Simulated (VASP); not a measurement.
# Lu (Fm-3m) in VASP: further runs

The runs below take Lu through single point, with LDA.

Everything below comes from runs of VASP 6.6.1. Logs are shortened: lines on timing, memory, paths and dates and some standing lists are left out, and cuts for length are marked.

### 1 The cell of the first run

It takes space group Fm-3m (No. 225, cubic). Conventional cell: a = 3.480 Å, b = 3.480 Å, c = 3.480 Å, α = 90.00°, β = 90.00°, γ = 90.00°. Lu (site symmetry m-3m) has 12 Lu at 2.46 Å within 3.2 Å.

### 2 Single point, LDA (volume scaled by 0.412, to set the pressure)

File INCAR:

```
SYSTEM = Lu
ALGO = Normal
EDIFF = 1E-7
ENCUT = 520
GGA = CA
ISIF = 2
ISMEAR = -1
LASPH = .True.
LCHARG = .True.
LELF = .True.
LREAL = .False.
LVHAR = .True.
LWAVE = .False.
NBANDS = 18
NELM = 60
PREC = Accurate
SIGMA = 0.08
```

File KPOINTS:

```
k-points
0
Gamma
  19 19 19
  0 0 0
```

File POSCAR:

```
Lu
1.0
    0.0000000000      1.7397819490      1.7397819490
    1.7397819490      0.0000000000      1.7397819490
    1.7397819490      1.7397819490      0.0000000000
Lu
1
Direct
    0.0000000000      0.0000000000      0.0000000000
```

Potentials or basis: VASP PAW PBE potentials, release 64 (Lu).

Command:

```sh
$ cat potpaw_PBE.64/Lu/POTCAR > POTCAR
$ mpirun -np 1 vasp_std > vasp.out
```

OUTCAR:

```text
SYSTEM = Lu
   EDIFF = 1E-7
   ENCUT = 520
   GGA = CA
   ISIF = 2
   ISMEAR = -1
   LASPH = .True.
   LREAL = .False.
   NELM = 60
   PREC = Accurate

 ion  position               nearest neighbor table
   1  0.000  0.000  0.000-

  LATTYP: Found a face centered cubic cell.
 ALAT       =     3.4795638980

  Lattice vectors:

 A1 = (   0.0000000000,   1.7397819490,   1.7397819490)
 A2 = (   1.7397819490,   0.0000000000,   1.7397819490)
 A3 = (   1.7397819490,   1.7397819490,   0.0000000000)

Analysis of symmetry for initial positions (statically):
=====================================================================
 Subroutine PRICEL returns:
 Original cell was already a primitive cell.

 Routine SETGRP: Setting up the symmetry group for a
 face centered cubic supercell.

 Subroutine GETGRP returns: Found 48 space group operations
 (whereof 48 operations were pure point group operations)
 out of a pool of 48 trial point group operations.

The static configuration has the point symmetry O_h .

Analysis of symmetry for dynamics (positions and initial velocities):
=====================================================================
 Subroutine PRICEL returns:
 Original cell was already a primitive cell.

 Routine SETGRP: Setting up the symmetry group for a
 face centered cubic supercell.

 Subroutine GETGRP returns: Found 48 space group operations
 (whereof 48 operations were pure point group operations)
 out of a pool of 48 trial point group operations.

The dynamic configuration has the point symmetry O_h .

 Subroutine INISYM returns: Found 48 space group operations
 (whereof 48 operations are pure point group operations),
 and found     1 'primitive' translations

----------------------------------------------------------------------------------------

                                     Primitive cell

  volume of cell :      10.5321

  direct lattice vectors                    reciprocal lattice vectors
     0.000000000  1.739781949  1.739781949    -0.287392337  0.287392337  0.287392337
     1.739781949  0.000000000  1.739781949     0.287392337 -0.287392337  0.287392337
     1.739781949  1.739781949  0.000000000     0.287392337  0.287392337 -0.287392337

  length of vectors
     2.460423228  2.460423228  2.460423228     0.497778129  0.497778129  0.497778129

  position of ions in fractional coordinates (direct lattice)
     0.000000000  0.000000000  0.000000000

  ion indices of the primitive-cell ions
   primitive index   ion index
                 1           1

----------------------------------------------------------------------------------------

 KPOINTS: k-points

Automatic generation of k-mesh.
 Grid dimensions read from file:
 generate k-points for:   19   19   19

 Generating k-lattice:

  Cartesian coordinates                     Fractional coordinates (reciprocal lattice)
    -0.015125912  0.015125912  0.015125912     0.052631579  0.000000000  0.000000000
     0.015125912 -0.015125912  0.015125912     0.000000000  0.052631579  0.000000000
     0.015125912  0.015125912 -0.015125912     0.000000000  0.000000000  0.052631579

  Length of vectors
     0.026198849  0.026198849  0.026198849

  Shift w.r.t. Gamma in fractional coordinates (k-lattice)
     0.000000000  0.000000000  0.000000000

 Subroutine IBZKPT returns following result:
 ===========================================

 Found    220 irreducible k-points:

 Following reciprocal coordinates:
            Coordinates               Weight
  0.000000  0.000000  0.000000      1.000000
  0.052632  0.000000  0.000000      8.000000
  0.105263  0.000000  0.000000      8.000000
  0.157895  0.000000  0.000000      8.000000
  0.210526  0.000000  0.000000      8.000000
  0.263158  0.000000  0.000000      8.000000
[... 16 lines left out ...]
 -0.315789  0.052632  0.000000     24.000000
 -0.263158  0.052632  0.000000     24.000000
 [... further k-points ...]
   k-points           NKPTS =    220   k-points in BZ     NKDIM =    220   number of bands    NBANDS=     18
   number of dos      NEDOS =    301   number of ions     NIONS =      1
   total plane-waves  NPLWV =   5832
   dimension x,y,z NGX =    18 NGY =   18 NGZ =   18
   dimension x,y,z NGXF=    36 NGYF=   36 NGZF=   36
   ions per type =               1
   NGX,Y,Z   is equivalent  to a cutoff of  12.16, 12.16, 12.16 a.u.
   NGXF,Y,Z  is equivalent  to a cutoff of  24.32, 24.32, 24.32 a.u.
 SYSTEM =  Lu
   PREC   = accura    normal or accurate (medium, high low for compatibility)
   ISTART =      0    job   : 0-new  1-cont  2-samecut
   ICHARG =      2    charge: 1-file 2-atom 10-const
   ISPIN  =      1    spin polarized calculation?
   LNONCOLLINEAR =      F non collinear calculations
   LSORBIT =      F    spin-orbit coupling
   LASPH  =      T    aspherical Exc in radial PAW
   ENCUT  =  520.0 eV  38.22 Ry    6.18 a.u.   4.57  4.57  4.57*2*pi/ulx,y,z
   NELM   =     60;   NELMIN=  2; NELMDL= -5     # of ELM steps
   EDIFF  = 0.1E-06   stopping-criterion for ELM
   LREAL  =      F    real-space projection
   EDIFFG = 0.1E-05   stopping-criterion for IOM
   NSW    =      0    number of steps for IOM
   IBRION =     -1    ionic relax: 0-MD 1-quasi-New 2-CG
   NFREE  =      0    steps in history (QN), initial steepest desc. (CG)
   ISIF   =      2    stress and relaxation
   ISYM   =      2    0-nonsym 1-usesym 2-fastsym
   POTIM  = 0.5000    time-step for ionic-motion
   TEBEG  =    0.0;   TEEND  =   0.0 temperature during run
   PSTRESS=    0.0 pullay stress
   NELECT =      25.0000    total number of electrons
   NUPDOWN=      -1.0000    fix difference up-down
   EMIN   =  10.00;   EMAX   =-10.00  energy-range for DOS
   EFERMI =   0.00;   METHOD = LEGACY
   ISMEAR =    -1;   SIGMA  =   0.08  broadening in eV -4-tet -1-fermi 0-gaus
   EFERMI_NEDOS =   21; number of points for ismear=-14 and -15
   IALGO  =     38    algorithm
   IMIX   =      4    mixing-type and parameters
     AMIX     =   0.40;   BMIX     =  1.00
     AMIX_MAG =   1.60;   BMIX_MAG =  1.00
  volume/ion in A,a.u.               =      10.53        71.07
  Fermi-wavevector in a.u.,A,eV,Ry     =   2.183819  4.126820 64.887087  4.769066
  Thomas-Fermi vector in A             =   3.151100
   LORBIT       =      0    0 simple, 1 ext, 2 COOP (PROOUT), +10 PAW based schemes
   GGA     = CA    functional components
   LHFCALC =     F    Hartree Fock is set to
   AEXX    =    0.0000 exact exchange contribution
   IVDW    =     0    specifies the selected vdW correction
   LEPSILON=     F    determine dielectric tensor
   LRPA    =     F    only Hartree local field effects (RPA)
 non-spin polarized calculation
  energy-cutoff  :      520.00
  volume of cell :       10.53
 maximum number of plane-waves:       295
   NGX =  9   NGY =  9   NGZ =  9

 number of electron      24.9999992 magnetization

 Free energy of the ion-electron system (eV)
  ---------------------------------------------------
  ext. energy  EPLUGINS =         0.00000000
  ---------------------------------------------------
  free energy    TOTEN  =         0.47798317 eV

  energy without entropy =        0.49193044  energy(sigma->0) =        0.48495680

 E-fermi :   7.2823     XC(G=0): -17.4493

 val. band max:        7.2760048947   @ k =  -0.3158   0.4737   0.2105
 cond. band min:       7.2859806826   @ k =  -0.4211   0.1579   0.0000
 fundamental gap:      0.0099757879
 Fermi energy:         7.2822671882

 k-point     1 :       0.0000    0.0000    0.0000
  band No.  band energies     occupation
      1     -50.0591      2.00000
      2     -16.3663      2.00000
      3     -16.3663      2.00000
      4     -16.3663      2.00000
      5       1.0549      2.00000
      6       1.3393      2.00000
[... 10 lines left out ...]
     17      16.5683      0.00000
     18      23.2839      0.00000

 k-point     2 :       0.0526    0.0000    0.0000
  band No.  band energies     occupation
      1     -50.0203      2.00000
      2     -16.6625      2.00000
      3     -16.3954      2.00000
      4     -16.3954      2.00000
      5       1.0555      2.00000
      6       1.6443      2.00000
[... 10 lines left out ...]
     17      16.3736      0.00000
     18      23.7680      0.00000

 k-point     3 :       0.1053    0.0000    0.0000
  band No.  band energies     occupation
      1     -49.9069      2.00000
      2     -17.4683      2.00000
      3     -16.4787      2.00000
      4     -16.4787      2.00000
      5       1.0589      2.00000
      6       1.6543      2.00000
[... 10 lines left out ...]
     17      15.9265      0.00000
     18      25.0125      0.00000

 k-point     4 :       0.1579    0.0000    0.0000
  band No.  band energies     occupation
      1     -49.7281      2.00000
      2     -18.5990      2.00000
      3     -16.6051      2.00000
      4     -16.6051      2.00000
      5       1.0668      2.00000
      6       1.6180      2.00000
[... 10 lines left out ...]
     17      15.5720      0.00000
     18      25.6595      0.00000

 k-point     5 :       0.2105    0.0000    0.0000
  band No.  band energies     occupation
      1     -49.4987      2.00000
      2     -19.8663      2.00000
      3     -16.7586      2.00000
      4     -16.7586      2.00000
      5       1.0819      2.00000
      6       1.5801      2.00000
[... 10 lines left out ...]
     17      15.7336      0.00000
     18      24.7213      0.00000

 k-point     6 :       0.2632    0.0000    0.0000
  band No.  band energies     occupation
      1     -49.2400      2.00000
      2     -21.1211      2.00000
      3     -16.9211      2.00000
      4     -16.9211      2.00000
      5       1.1054      2.00000
      6       1.5548      2.00000
[... 10 lines left out ...]
     17      16.6062      0.00000
     18      23.7460      0.00000

 k-point     7 :       0.3158    0.0000    0.0000
  band No.  band energies     occupation
      1     -48.9782      2.00000
      2     -22.2522      2.00000
      3     -17.0747      2.00000
      4     -17.0747      2.00000
      5       1.1329      2.00000
      6       1.5628      2.00000
[... 10 lines left out ...]
     17      18.0073      0.00000
     18      23.1035      0.00000

 k-point     8 :       0.3684    0.0000    0.0000
  band No.  band energies     occupation
      1     -48.7432      2.00000
      2     -23.1758      2.00000
      3     -17.2042      2.00000
      4     -17.2042      2.00000
      5       1.1541      2.00000
      6       1.6306      2.00000
[... 10 lines left out ...]
     17      19.6576      0.00000
     18      22.9407      0.00000
[... 229 lines left out ...]
     17      22.4483      0.00000
     18      24.6345      0.00000

 k-point    20 :      -0.4737    0.0526    0.0000
  band No.  band energies     occupation
      1     -48.4387      2.00000
      2     -24.1494      2.00000
      3     -17.5627      2.00000
      4     -17.3894      2.00000
      5       1.1618      2.00000
      6       1.7182      2.00000
[... 10 lines left out ...]
     17      22.2174      0.00000
     18      25.0923      0.00000

 k-point    21 :      -0.4211    0.0526    0.0000
  band No.  band energies     occupation
      1     -48.5032      2.00000
      2     -23.9255      2.00000
      3     -17.5742      2.00000
      4     -17.3102      2.00000
      5       1.1666      2.00000
      6       1.7257      2.00000
[... 10 lines left out ...]
     17      22.1667      0.00000
     18      24.5454      0.00000

 k-point    22 :      -0.3684    0.0526    0.0000
  band No.  band energies     occupation
      1     -48.6548      2.00000
      2     -23.3821      2.00000
      3     -17.5308      2.00000
      4     -17.1892      2.00000
      5       1.1723      2.00000
      6       1.6933      2.00000
[... 10 lines left out ...]
     17      21.4714      0.00000
     18      23.6995      0.00000

 k-point    23 :      -0.3158    0.0526    0.0000
  band No.  band energies     occupation
      1     -48.8718      2.00000
      2     -22.5569      2.00000
      3     -17.4356      2.00000
      4     -17.0372      2.00000
      5       1.1693      2.00000
      6       1.5926      2.00000
[... 10 lines left out ...]
     17      20.1158      0.00000
     18      23.5332      0.00000

 k-point    24 :      -0.2632    0.0526    0.0000
  band No.  band energies     occupation
      1     -49.1256      2.00000
      2     -21.5077      2.00000
      3     -17.2960      2.00000
      4     -16.8691      2.00000
      5       1.1498      2.00000
      6       1.5503      2.00000
[... 10 lines left out ...]
     17      18.5577      0.00000
     18      24.0262      0.00000

 [... further k-points ...]

------------------------ aborting loop because EDIFF is reached ----------------------------------------

  FORCE on cell =-STRESS in cart. coord.  units (eV):
  Direction    XX          YY          ZZ          XY          YZ          ZX
  --------------------------------------------------------------------------------------
  -------------------------------------------------------------------------------------
  Total       16.9006522     16.9006522     16.9006522      0.0000000     -0.0000000      0.0000000
  in kB     2570.9852695   2570.9852695   2570.9852695      0.0000000     -0.0000000      0.0000000
  external PRESSURE =    2570.9852695 kB  Pullay stress =       0.0000000 kB

 VOLUME and BASIS-vectors are now :
 -----------------------------------------------------------------------------
  energy-cutoff  :      520.00
  volume of cell :       10.53
      direct lattice vectors                 reciprocal lattice vectors
     0.000000000  1.739781949  1.739781949    -0.287392337  0.287392337  0.287392337
     1.739781949  0.000000000  1.739781949     0.287392337 -0.287392337  0.287392337
     1.739781949  1.739781949  0.000000000     0.287392337  0.287392337 -0.287392337

 POSITION                                       TOTAL-FORCE (eV/Angst)
 -----------------------------------------------------------------------------------
      0.00000      0.00000      0.00000        -0.000000     -0.000000     -0.000000
 -----------------------------------------------------------------------------------
    total drift:                                0.000000      0.000000      0.000000

  FREE ENERGIE OF THE ION-ELECTRON SYSTEM (eV)
  ---------------------------------------------------
  free  energy   TOTEN  =         0.4779831662 eV

  energy  without entropy=        0.4919304407  energy(sigma->0) =        0.48495680
```

Run time: 31 s. Hardware: 1 thread of Intel Xeon Platinum 8488C (Sapphire Rapids), shared host; peak memory 0.16 GiB.

What came out:

| Item | Value |
| --- | --- |
| Free energy | 0.4780 eV |
| Pressure | 257.1 GPa |

Caveat: the cell differs from its parent crystal (volume scaled by 0.412, to set the pressure); the PAW data sets were made with another functional, which shifts forces and pressure a little; spin-orbit coupling is left out, which moves the levels of the heavy elements.

### 3 Single point, LDA

This run uses another cell than the first one, of 10.50 Å³/atom, 0.997 times its volume.

File INCAR:

```
SYSTEM = Lu
  PREC = Accurate
  ENCUT = 520
  EDIFF = 1E-7
  ISMEAR = -1
  SIGMA = 0.08
  LREAL = .False.
  LASPH = .True.
  NELM = 80
  ALGO = Normal
  ISIF = 2
  LWAVE = .False.
  LCHARG = .False.
  GGA = CA
  NBANDS = 18
```

File KPOINTS:

```
Automatic mesh
0
Gamma
  19 19 19
  0 0 0
```

File POSCAR:

```
Lu
1.0
    0.0000000000      1.7378034988      1.7378034988
    1.7378034988      0.0000000000      1.7378034988
    1.7378034988      1.7378034988      0.0000000000
Lu
1
Direct
    0.0000000000      0.0000000000      0.0000000000
```

Potentials or basis: VASP PAW PBE potentials, release 64 (Lu).

Command:

```sh
$ cat potpaw_PBE.64/Lu/POTCAR > POTCAR
$ mpirun -np 1 vasp_std > vasp.out
```

Wall time 33 s (1 thread of Intel Xeon Platinum 8488C (Sapphire Rapids), shared host); peak memory 0.16 GiB.

It converged, with:

```yaml
Free_energy: 0.5359 eV
Pressure: 260.1 GPa
```

Levels at points of the mesh, in eV from the Fermi level:
```csv
k point,band 8,band 9,band 10,band 11,band 12,band 13,band 14,band 15,band 16,band 17
"(0.00, 0.00, 0.00)",-5.60,-5.60,-4.82,-4.82,-4.82,2.16,2.16,2.16,9.31,9.31
```

Caveat: the PAW data sets were made with another functional, which shifts forces and pressure a little; spin-orbit coupling is left out, which moves the levels of the heavy elements.

### 4 Single point, LDA

This run uses another cell than the first one, of 10.50 Å³/atom, 0.997 times its volume.

File INCAR:

```
  ALGO = Normal
  EDIFF = 1E-7
  ENCUT = 520
  GGA = CA
  ISIF = 2
  ISMEAR = -1
  LASPH = T
  LCHARG = F
  LREAL = F
  LWAVE = F
  NBANDS = 18
  NELM = 100
  PREC = Accurate
  SIGMA = 0.08
```

File KPOINTS:

```
k-points
0
Gamma
  19 19 19
```

File POSCAR:

```
Lu
1.0
    0.0000000000      1.7381611950      1.7381611950
    1.7381611950      0.0000000000      1.7381611950
    1.7381611950      1.7381611950      0.0000000000
Lu
1
Direct
    0.0000000000      0.0000000000      0.0000000000
```

Command:

```sh
$ cat potpaw_PBE.64/Lu/POTCAR > POTCAR
$ mpirun -np 1 vasp_std > vasp.out
```

Run time: 31 s. Hardware: 1 thread of Intel Xeon Platinum 8488C (Sapphire Rapids), shared host; peak memory 0.16 GiB.

The run converged. Its results:

| Item | Value |
| --- | --- |
| Free energy | 0.5254 eV |
| Pressure | 259.6 GPa |

Levels at points of the mesh, in eV from the Fermi level:
```
           k point  band 8  band 9  band 10  band 11  band 12  band 13  band 14  band 15  band 16  band 17
(0.00, 0.00, 0.00)   -5.60   -5.60    -4.82    -4.82    -4.82     2.16     2.16     2.16     9.30     9.30
```

Caveat: the PAW data sets were made with another functional, which shifts forces and pressure a little; spin-orbit coupling is left out, which moves the levels of the heavy elements.
